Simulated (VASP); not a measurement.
A run of VASP 6.6.1 is set up as follows.

Contents of INCAR:

```
SYSTEM = ZnS
ALGO = Normal
EDIFF = 1E-6
ENCUT = 520
GGA = PE
ISIF = 2
ISMEAR = 0
LASPH = .True.
LCHARG = .False.
LREAL = .False.
LWAVE = .False.
NBANDS = 26
NELM = 80
PREC = Accurate
SIGMA = 0.05
```

File KPOINTS:

```
k-points
0
Gamma
  12 12 6
  0 0 0
```

Contents of POSCAR:

```
ZnS
1.0
    3.8109987816      0.0000000000      0.0000000000
   -1.9054993908      3.3004217586      0.0000000000
    0.0000000000      0.0000000000      6.2340000000
Zn S
2 2
Direct
    0.3333333333      0.6666666667      0.0000000000
    0.6666666667      0.3333333333      0.5000000000
    0.3333333333      0.6666666667      0.4210923965
    0.6666666667      0.3333333333      0.8850000000
```

Potentials or basis: VASP PAW PBE potentials, release 64 (Zn, S).

Run with:

```sh
$ cat potpaw_PBE.64/Zn/POTCAR potpaw_PBE.64/S/POTCAR > POTCAR
$ mpirun -np 1 vasp_std > vasp.out
```

Q: What does it give for the pressure?

A: 3.7 GPa.

Q: Predict the largest force.

A: 1.565 eV/Å.

Q: Estimate the band gap on the k mesh.

A: 2.25 eV.

Forces on the atoms (eV/Å):
```
Zn   0.000  0.000  0.593
Zn   0.000  0.000  0.515
S    0.000  0.000 -1.565
S    0.000  0.000  0.457
```

Caveat: the cell differs from its parent crystal (atom 3 (S) moved +0.225 Å along Cartesian [0 0 1]); the cell stands under pressure; forces of over 1 eV/Å act on the atoms, so gaps and moduli don't describe the material at rest. A k mesh can miss the band edges.
